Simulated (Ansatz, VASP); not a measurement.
As in VASP and in Ansatz

```
As
1.0
     1.88080    1.08588    3.51406
    -1.88080    1.08588    3.51406
     0.00000   -2.17176    3.51406
As
2
Direct
  0.69180 0.84180 0.84180
  0.30820 0.15820 0.15820
```

Change from the starting cell: shortest bond scaled by 0.7, PAW files.

Alike in both runs: task single point; functional PBEsol; k mesh 10 × 10 × 10; occupations fermi-dirac, width 0.05 eV; no spin polarisation.

|  | VASP | Ansatz |
| --- | --- | --- |
| version | VASP 6.6.1 | Ansatz 0.2.0 |
| potentials or method | VASP PAW PBE potentials, release 64 (As) | PAW with Ansatz's default frozen-core files, scalar-relativistic |
| plane-wave cutoff (eV) | 520 | 420 |
| valence electrons in the cell | 10 | 30 |

|  | VASP | Ansatz | Ansatz less VASP |
| --- | --- | --- | --- |
| pressure (GPa) | 54.2 | 51.4 | -2.80 |
| traceless stress, the component that is largest in VASP (GPa) | -53.83 | -51.17 | +2.665 |
| rms of the force components (eV/Å) | 13.097 | 12.465 | -0.6319 |

VASP's potentials were made for PBE, not for PBEsol. Atom by atom the forces differ by 0.632 eV/Å (rms over components). Both programs put the cell under a high pressure, so it lies far from rest at this level. With one functional, cell and mesh, what is left measures potentials, basis and numerics. VASP's potentials hold 10 valence electrons a cell and Ansatz's 30, so a difference there can come from the potentials and not from the codes.
